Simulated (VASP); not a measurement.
## Li: single point with PBEsol

Li:

```
Li
1.0
    -1.71684    1.71684    1.71684
     1.71684   -1.71684    1.71684
     1.71684    1.71684   -1.71684
Li
1
Direct
  0.00000 0.00000 0.00000
```

| Property | Result |
| --- | --- |
| Program | VASP 6.6.1 |
| Task | single point |
| Functional | PBEsol |
| Potentials or basis | VASP PAW PBE potentials, release 64 (Li_sv) |
| Cutoff | 520 eV |
| k mesh | 10 × 10 × 10 |
| Occupations | fermi-dirac, width 0.05 eV |
| Spin | no spin polarisation |

```yaml
Band_gap_on_the_k_mesh: zero (an odd number of electrons rules out a gap without spin polarisation)
```

Levels at points of the mesh, in eV from the Fermi level:
```tsv
k point	band 1	band 2	band 3	band 4	band 5
(0.00, 0.00, 0.00)	-45.94	-3.59	14.61	14.61	14.61
(0.50, 0.00, 0.00)	-45.92	0.21	3.24	10.36	11.83
(0.50, 0.50, 0.50)	-45.91	5.50	5.50	5.50	7.74
```

It took 4.7 s on 1 thread of Intel(R) Xeon(R) Platinum 8488C (Sapphire Rapids), on a shared host, peak memory 0.13 GiB.
